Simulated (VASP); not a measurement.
Crystal: ZrAl3B3N.

```
Zr Al B N
1.0
     3.10000    0.00000    0.00000
    -1.55000    2.68468    0.00000
     0.00000    0.00000   11.20000
Zr Al B N
1 3 3 1
Direct
  0.33333 0.66667 0.00000
  0.33333 0.66667 0.31000
  0.66667 0.33333 0.53000
  0.00000 0.00000 0.75000
  0.66667 0.33333 0.15500
  0.00000 0.00000 0.15500
  0.66667 0.33333 0.87000
  0.00000 0.00000 0.42000
```

* Program: VASP 6.6.1
* Task: relaxation of cell and atoms
* Functional: PBE
* Potentials or basis: VASP PAW PBE potentials, release 64 (Zr_sv, Al, B, N)
* Cutoff: 600 eV
* k mesh: 4 × 4 × 1
* Occupations: gaussian, width 0.15 eV
* Spin: no spin polarisation

At the start: pressure -2.0 GPa; volume 11.65 Å³/atom.

Q: How do energy, volume and symmetry change on relaxing?

A: Over 15 steps the energy falls by 107.6 meV/atom and the volume is 11.25 Å³/atom (-3.5 %); space group P3m1 (No. 156, to 0.1 Å) before and after.

Step by step:
| step | energy change (eV) | largest force (eV/Å) | pressure (GPa) | volume (Å³) |
| --- | --- | --- | --- | --- |
| 1 | 0.0000 | 3.0681 | -2.04 | 93.21 |
| 2 | -0.5272 | 1.0303 | 0.02 | 91.22 |
| 3 | -0.5540 | 0.7981 | 0.87 | 90.77 |
| 4 | -0.5546 | 0.8721 | 1.03 | 90.69 |
| 5 | -0.6269 | 0.8300 | -0.84 | 91.44 |
| 6 | -0.6616 | 0.9113 | -3.27 | 92.52 |
| 7 | -0.7052 | 0.9504 | -2.94 | 92.18 |
| 8 | -0.7838 | 0.9858 | -1.80 | 91.16 |
| 9 | -0.8177 | 0.6900 | -0.87 | 90.61 |
| 10 | -0.8466 | 0.3434 | 1.26 | 89.44 |
| 11 | -0.8552 | 0.2185 | 0.45 | 89.81 |
| 12 | -0.8576 | 0.1118 | -0.25 | 90.15 |
| 13 | -0.8590 | 0.0897 | -0.10 | 90.06 |
| 14 | -0.8599 | 0.0883 | 0.16 | 89.92 |
| 15 | -0.8605 | 0.0386 | 0.07 | 89.98 |

Final structure:
```
Zr Al B N
1.0
     3.02101    0.00000    0.00000
    -1.51050    2.61627    0.00000
     0.00000    0.00000   11.38490
Zr Al B N
1 3 3 1
Cartesian
  0.0000 1.7442 0.1299
  0.0000 1.7442 3.5420
  1.5105 0.8721 5.9539
  0.0000 0.0000 8.3904
  1.5105 0.8721 2.0073
  0.0000 0.0000 1.8568
  1.5105 0.8721 9.6590
  0.0000 0.0000 4.7785
```

Caveat: the k points lie up to 0.60 Å⁻¹ apart in the final cell, too coarse for converged energies and pressures of a metal; the relaxation stopped at a loose force limit of 0.08 eV/Å, so its end isn't a converged minimum.
